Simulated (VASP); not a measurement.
Crystal: AlInGa2B4P8.

```
CELL_PARAMETERS angstrom
-4.90459 4.90459 0.00000
-4.90459 0.00000 4.90459
0.00000 4.90459 4.90459
ATOMIC_POSITIONS crystal
B 0.49325 0.00493 0.00021
B 0.00175 0.99788 0.49758
B 0.49999 0.49962 0.00424
B 0.50261 0.49602 0.50074
Al 0.99641 0.50278 0.49827
P 0.87301 0.87187 0.37876
P 0.36967 0.87660 0.37719
P 0.87477 0.37399 0.37716
P 0.87661 0.87215 0.87915
P 0.37186 0.38176 0.36887
P 0.37988 0.86766 0.87561
P 0.87650 0.37521 0.87409
P 0.36687 0.38131 0.87628
Ga 0.00192 0.49612 0.00220
Ga 0.50579 0.00157 0.49911
In 0.99930 0.00509 0.99629
```

```yaml
Program: VASP 6.6.1
Task: relaxation of cell and atoms
Functional: PBE
Potentials_or_basis: VASP PAW PBE potentials, release 64 (B, Al, P, Ga_d, In_d)
Cutoff: 560 eV
k_mesh: 2 × 2 × 2, shifted
Occupations: gaussian, width 0.1 eV
Spin: no spin polarisation
```

At the start: pressure 25.5 GPa; volume 14.75 Å³/atom.

How do energy, volume and symmetry change on relaxing?

Over 18 steps the energy falls by 471.2 meV/atom and the volume is 16.73 Å³/atom (+13.5 %); space group P1 (No. 1, to 0.1 Å) before and after.

The path:
```csv
step,energy change (eV),largest force (eV/Å),pressure (GPa),volume (Å³)
1,0.0000,8.5132,25.49,235.96
2,-3.7439,1.9789,-13.10,325.44
3,-6.8103,1.9826,-4.32,281.85
4,-6.8206,2.0253,-3.75,280.18
5,-6.8213,2.0510,-3.41,279.23
6,-7.4439,0.5567,-0.65,269.40
7,-7.4509,0.6275,-0.24,268.29
8,-7.5021,0.2853,0.36,266.45
9,-7.5021,0.2851,0.36,266.44
10,-7.5191,0.1943,0.03,267.35
11,-7.5224,0.1671,-0.19,267.98
12,-7.5302,0.1008,0.04,267.59
13,-7.5320,0.1137,0.22,267.30
14,-7.5360,0.0813,-0.06,268.11
15,-7.5361,0.0909,-0.11,268.27
16,-7.5382,0.0531,-0.07,268.12
17,-7.5383,0.0556,-0.05,268.09
18,-7.5391,0.0342,0.06,267.74
```

Final structure:
```
B Al P Ga In
1.0
    -5.14298    5.17358   -0.06896
    -5.07524   -0.00227    5.05853
     0.00396    5.10851    5.06099
B Al P Ga In
4 1 8 2 1
Direct
  0.50677 0.99494 0.99574
  0.97972 0.00967 0.50873
  0.50192 0.50604 0.00633
  0.50553 0.49608 0.49633
  0.00136 0.50046 0.49912
  0.88314 0.88497 0.40245
  0.37414 0.86164 0.36316
  0.85136 0.35778 0.39468
  0.84551 0.89001 0.85045
  0.39464 0.39501 0.35792
  0.41034 0.85120 0.89172
  0.82681 0.40151 0.88196
  0.39934 0.36635 0.86598
  0.00101 0.49636 0.99765
  0.50319 0.99735 0.49778
  0.00542 0.99519 0.99575
```
